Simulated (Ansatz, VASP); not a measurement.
One calculation of Al4Pt, two programs

```xyz
5
Lattice="2.8806 0.0000 0.0000 -1.4403 2.4947 0.0000 0.0000 0.0000 11.2708" Properties=species:S:1:pos:R:3 pbc="T T T"
Al    0.0000    1.6631    9.2016
Al    0.0000    1.6631    4.3900
Al    1.4403    0.8316    2.0692
Al    1.4403    0.8316    6.8808
Pt    0.0000    0.0000    0.0000
```

Change from the starting cell: species swapped into the Co4H type (P-3m1, No. 164).

Alike in both runs: functional PBE; k mesh 6 × 6 × 2; occupations gaussian, width 0.1 eV; no spin polarisation.

Ansatz relaxed the structure, and its values are those at the end. VASP's run is a single point on that final structure, the one shown.

```csv
,VASP,Ansatz
version,VASP 6.6.1,Ansatz 0.2.0
potentials or method,"VASP PAW PBE potentials, release 64 (Al, Pt), cutoff 520 eV","scalar-relativistic, plane waves, PAW"
valence electrons in the cell,22,30
```

VASP gave:

```
gap on the k mesh at the Fermi level (eV) : none
pressure (GPa)                            : 0.0
```

Which values does Ansatz return?

gap on the k mesh at the Fermi level (eV): none; pressure (GPa): 0.1.

A gap of «none» marks a metal or a gap that the smearing closes. VASP's potentials hold 22 valence electrons a cell and Ansatz's 30, so a difference there can come from the potentials and not from the codes.

The k mesh is coarse, so the values compare programs but aren't converged. Neither program's run includes spin-orbit coupling.
